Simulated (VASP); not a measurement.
A run of VASP 6.6.1:

Contents of INCAR:

```
SYSTEM = Ti
PREC = Accurate ; ENCUT = 520
EDIFF = 1E-7 ; ISMEAR = 0
SIGMA = 0.15 ; LREAL = .False.
LASPH = .True. ; NELM = 60
ALGO = Fast ; ISIF = 2
LWAVE = .False. ; LCHARG = .False.
GGA = PS ; NBANDS = 12
```

File KPOINTS:

```
Automatic mesh
0
Gamma
  26 26 26
  0 0 0
```

The input POSCAR:

```
Ti
1.0
   -1.6452439645      1.6051160629      1.6051160629
    1.6452439645     -1.6051160629      1.6051160629
    1.6452439645      1.6051160629     -1.6051160629
Ti
1
Direct
    0.0000000000      0.0000000000      0.0000000000
```

Potentials or basis: VASP PAW PBE potentials, release 64 (Ti_sv).

Run with:

```bash
$ cat potpaw_PBE.64/Ti_sv/POTCAR > POTCAR
$ mpirun -np 1 vasp_std > vasp.out
```

Hardware: 1 thread of Intel(R) Xeon(R) 6975P-C (Granite Rapids) (shared host).

Q: How long does it take, and how much memory?

A: Wall time 4.8 min on 1 thread of Intel(R) Xeon(R) 6975P-C (Granite Rapids) (shared host), peak memory 0.37 GiB. Counts: scf iterations 27, k points 1330.
